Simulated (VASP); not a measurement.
The system is Ag2PdS2.

```
Ag Pd S
1.0
     6.15221    0.00000    0.00000
     0.00000    8.34236    0.00000
     0.00000    0.00000    4.45840
Ag Pd S
4 2 4
Direct
  0.12862 0.66832 0.00000
  0.87138 0.33168 0.00000
  0.62862 0.83168 0.50000
  0.37138 0.16832 0.50000
  0.00000 0.00000 0.50000
  0.50000 0.50000 0.00000
  0.80026 0.89902 0.00000
  0.19974 0.10098 0.00000
  0.30026 0.60098 0.50000
  0.69974 0.39902 0.50000
```

The cell was built from a structure type or drawn by symmetry, and may not be a known phase.

```yaml
Program: VASP 6.6.1
Task: relaxation of cell and atoms
Functional: PBE
Potentials_or_basis: VASP PAW PBE potentials, release 64 (Ag, Pd, S)
Cutoff: 600 eV
k_mesh: 2 × 2 × 3
Occupations: gaussian, width 0.15 eV
Spin: no spin polarisation
```

At the start: pressure -5.6 GPa; volume 22.88 Å³/atom.

**Question.** How do energy, volume and symmetry change on relaxing?

**Answer.** Over 24 steps the energy falls by 300.0 meV/atom and the volume is 21.01 Å³/atom (-8.2 %); space group Pnnm (No. 58, to 0.1 Å) before and after.

Step by step:
| step | energy change (eV) | largest force (eV/Å) | pressure (GPa) | volume (Å³) |
| --- | --- | --- | --- | --- |
| 1 | 0.0000 | 1.2712 | -5.59 | 228.82 |
| 2 | -1.2615 | 1.5712 | 1.72 | 203.12 |
| 3 | -1.3047 | 1.6695 | 4.17 | 197.93 |
| 4 | -2.1180 | 0.6032 | 3.20 | 199.50 |
| 5 | -2.2452 | 0.6106 | 3.76 | 200.27 |
| 6 | -2.4544 | 0.1943 | -2.16 | 216.77 |
| 7 | -2.4630 | 0.1866 | -1.30 | 213.82 |
| 8 | -2.5997 | 0.2529 | -0.74 | 213.90 |
| 9 | -2.6803 | 0.4922 | 0.12 | 213.63 |
| 10 | -2.6848 | 0.5730 | 0.43 | 213.45 |
| 11 | -2.7989 | 0.4053 | 0.03 | 215.38 |
| 12 | -2.9089 | 0.1256 | -0.54 | 218.61 |
| 13 | -2.9103 | 0.0913 | -0.59 | 218.98 |
| 14 | -2.9103 | 0.1001 | -0.58 | 218.89 |
| 15 | -2.9123 | 0.1433 | 0.63 | 215.52 |
| 16 | -2.9151 | 0.1024 | 0.09 | 216.95 |
| 17 | -2.9193 | 0.1072 | 0.09 | 216.65 |
| 18 | -2.9320 | 0.1213 | 0.10 | 215.74 |
| 19 | -2.9579 | 0.1438 | 0.13 | 213.89 |
| 20 | -2.9884 | 0.1645 | 0.32 | 210.10 |
| 21 | -2.9931 | 0.1207 | 0.05 | 210.56 |
| 22 | -2.9940 | 0.1085 | -0.13 | 210.86 |
| 23 | -2.9975 | 0.0936 | 0.06 | 210.57 |
| 24 | -2.9999 | 0.0755 | 0.35 | 210.14 |

Final structure:
```yaml
crystal:
  lattice:
    - [7.58421, 0.00000, 0.00000]
    - [0.00000, 8.19724, 0.00000]
    - [0.00000, 0.00000, 3.38008]
  atoms:
    - { symbol: Ag, position: [0.06794, 0.66556, 0.00000] }
    - { symbol: Ag, position: [0.93206, 0.33444, 0.00000] }
    - { symbol: Ag, position: [0.56794, 0.83444, 0.50000] }
    - { symbol: Ag, position: [0.43206, 0.16556, 0.50000] }
    - { symbol: Pd, position: [0.00000, 0.00000, 0.50000] }
    - { symbol: Pd, position: [0.50000, 0.50000, 0.00000] }
    - { symbol: S, position: [0.83292, 0.86893, 0.00000] }
    - { symbol: S, position: [0.16708, 0.13107, 0.00000] }
    - { symbol: S, position: [0.33292, 0.63107, 0.50000] }
    - { symbol: S, position: [0.66708, 0.36893, 0.50000] }
```

Caveat: the k points lie up to 0.62 Å⁻¹ apart in the final cell; a cell axis changed by over 15 % at a fixed basis, so the end point is rough; the relaxation stopped at a loose force limit of 0.08 eV/Å, so its end isn't a converged minimum.
